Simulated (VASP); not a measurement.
A run of VASP 6.6.1:

Contents of INCAR:

```
PREC = Accurate ; ENCUT = 520
EDIFF = 1E-7 ; ISMEAR = 0
SIGMA = 0.1 ; LREAL = F
LASPH = T ; NELM = 100
ALGO = Fast ; ISIF = 2
LWAVE = F ; LCHARG = F
GGA = PS ; NBANDS = 46
```

KPOINTS

```
regular mesh
0
Gamma
  8 8 8
```

The input POSCAR:

```
BiAu2
1.0
    0.0000000000      3.8911290633      3.8911290633
    3.8911290633      0.0000000000      3.8911290633
    3.8911290633      3.8911290633      0.0000000000
Bi Au
2 4
Direct
    0.5000000000      0.5000000000      0.5000000000
    0.7500000000      0.7500000000      0.7500000000
    0.1250000000      0.1250000000      0.1250000000
    0.6250000000      0.1250000000      0.1250000000
    0.1250000000      0.1250000000      0.6250000000
    0.1250000000      0.6250000000      0.1250000000
```

Potentials or basis: VASP PAW PBE potentials, release 64 (Bi_d, Au).

Command:

```sh
$ cat potpaw_PBE.64/Bi_d/POTCAR potpaw_PBE.64/Au/POTCAR > POTCAR
$ mpirun -np 1 vasp_std > vasp.out
```

Hardware: 1 thread of Intel(R) Xeon(R) 6975P-C (Granite Rapids), with other jobs on the host.

Task: How long does it take, and how much memory?

Result: Wall time 95 s on 1 thread of Intel(R) Xeon(R) 6975P-C (Granite Rapids) (shared host), peak memory 0.32 GiB. Counts: scf iterations 15, k points 29.
